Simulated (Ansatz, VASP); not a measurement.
## Si: VASP beside Ansatz

```
CELL_PARAMETERS angstrom
-1.57604 1.57604 1.40695
1.57604 -1.57604 1.40695
1.57604 1.57604 -1.40695
ATOMIC_POSITIONS crystal
Si 0.00000 0.00000 0.00000
```

Alike in both runs: task single point; functional r2SCAN; k mesh 26 × 26 × 26; occupations gaussian, width 0.15 eV; no spin polarisation.

```csv
,VASP,Ansatz
version,VASP 6.6.1,Ansatz 0.2.0
potentials or method,"VASP PAW PBE potentials, release 64 (Si), cutoff 520 eV","scalar-relativistic, plane waves, PAW"
valence electrons in the cell,4,4
```

|  | VASP | Ansatz | Ansatz less VASP |
| --- | --- | --- | --- |
| gap on the k mesh at the Fermi level (eV) | none | none | - |
| pressure (GPa) | 0.3 | 0.2 | -0.06 |
| traceless stress, the component that is largest in VASP (GPa) | -4.61 | -4.59 | +0.020 |

VASP's potentials were made for PBE, not for r2SCAN. A gap of «none» marks a metal or a gap that the smearing closes. The functional is the same, so the differences come from potentials, cutoffs and numerics.
